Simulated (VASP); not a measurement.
Crystal: Mg2BeSeO2.

```
Mg Be Se O
1.0
     2.46929   -4.72463    0.00000
     2.46929    4.72463    0.00000
     0.00000    0.00000    4.28976
Mg Be Se O
2 1 1 2
Direct
  0.17555 0.82445 0.50000
  0.82445 0.17555 0.50000
  0.50000 0.50000 0.50000
  0.00000 0.00000 0.50000
  0.00000 0.00000 0.21439
  0.00000 0.00000 0.78561
```

| Quantity | Value |
| --- | --- |
| Program | VASP 6.6.1 |
| Task | relaxation of cell and atoms |
| Functional | PBE |
| Potentials or basis | VASP PAW PBE potentials, release 64 (Mg, Be, Se, O) |
| Cutoff | 600 eV |
| k mesh | 4 × 4 × 4 |
| Occupations | gaussian, width 0.1 eV |
| Spin | no spin polarisation |

At the start: pressure 149.1 GPa; volume 16.68 Å³/atom.

Q: How do energy, volume and symmetry change on relaxing?

A: Over 28 steps the energy falls by 6840.8 meV/atom and the volume is 29.12 Å³/atom (+74.6 %); space group Cmmm (No. 65, to 0.05 Å).

The path:
```
step  energy change (eV)  largest force (eV/Å)  pressure (GPa)  volume (Å³)
   1              0.0000               62.9189          149.14       100.09
   2          16065.2200           126793.7649         2095.36       440.67
   3            -21.2040               43.4326           93.42       100.34
   4            -16.1139                2.5073          -15.15       381.73
   5            -39.5532                3.9116           -4.35       191.27
   6            -39.7372                3.8300           -3.55       185.53
   7            -40.1707                1.6499            0.44       162.31
   8            -39.6625                2.3593           10.14       129.76
   9            -40.1952                1.0518            1.53       158.50
  10            -40.1991                1.2101            1.24       159.80
  11            -40.2872                0.7665            2.42       159.45
  12            -40.2887                0.7692            2.28       159.49
  13            -40.4360                0.7680            1.30       164.80
  14            -40.6967                0.6824           -1.24       181.20
  15            -40.7204                0.6988           -2.09       188.28
  16            -40.8420                0.4597           -2.39       189.31
  17            -40.8860                0.6439           -2.47       190.10
  18            -40.9671                0.0981           -1.03       184.08
  19            -40.9735                0.3943           -0.47       182.05
  20            -40.9968                0.1091           -0.31       179.63
  21            -41.0033                0.4907           -0.16       177.69
  22            -41.0226                0.2822            0.15       175.78
  23            -41.0352                0.0974            0.63       172.99
  24            -41.0427                0.1138            0.23       173.89
  25            -41.0434                0.2022            0.06       174.28
  26            -41.0441                0.1165            0.04       174.74
  27            -41.0444                0.0420            0.04       174.58
  28            -41.0445                0.0370            0.02       174.71
```

Final structure:
```cif
data_structure
_symmetry_space_group_name_H-M 'P 1'
_symmetry_Int_Tables_number 1
_cell_length_a 5.6866
_cell_length_b 5.6866
_cell_length_c 6.4187
_cell_angle_alpha 90.000
_cell_angle_beta 90.000
_cell_angle_gamma 122.677
_cell_volume 174.71
loop_
_atom_site_label
_atom_site_type_symbol
_atom_site_fract_x
_atom_site_fract_y
_atom_site_fract_z
_atom_site_occupancy
Mg1 Mg 0.24421 0.75579 0.50000 1
Mg2 Mg 0.75579 0.24421 0.50000 1
Be1 Be 0.50000 0.50000 0.50000 1
Se1 Se 0.00000 0.00000 0.50000 1
O1 O 0.00000 0.00000 0.89742 1
O2 O 0.00000 0.00000 0.10258 1
```

Caveat: the k points lie up to 0.33 Å⁻¹ apart in the final cell; the volume moved by over 15 % at a fixed basis, so the end points are rough.
